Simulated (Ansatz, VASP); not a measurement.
# Two plane-wave programs on Al2Pt

```
Al Pt
1.0
     2.93632    0.00000    0.00000
     0.00000    2.93632    0.00000
     0.00000    0.00000    5.88375
Al Pt
2 1
Direct
  0.50000 0.50000 0.71668
  0.50000 0.50000 0.28332
  0.00000 0.00000 0.00000
```

Alike in both runs: functional PBE; k mesh 5 × 5 × 5; occupations gaussian, width 0.2 eV; no spin polarisation.

Ansatz relaxed the structure, and its values are those at the end. VASP's run is a single point on that final structure, the one shown.

```csv
,VASP,Ansatz
version,VASP 6.6.1,Ansatz 0.2.0
potentials or method,"VASP PAW PBE potentials, release 64 (Al, Pt), cutoff 500 eV","scalar-relativistic, plane waves, PAW"
valence electrons in the cell,16,24
```

Ansatz gave:

| Property | Result |
| --- | --- |
| gap on the k mesh at the Fermi level (eV) | none |
| pressure (GPa) | 0.0 |
| rms of the force components (eV/Å) | 0.013 |

Which values does VASP return?

gap on the k mesh at the Fermi level (eV): none; pressure (GPa): -0.2; rms of the force components (eV/Å): 0.007.

A gap of «none» marks a metal or a gap that the smearing closes. VASP's potentials hold 16 valence electrons a cell and Ansatz's 24, so a difference there can come from the potentials and not from the codes.

The k mesh is coarse, so the values compare programs but aren't converged. Spin-orbit coupling is off throughout.
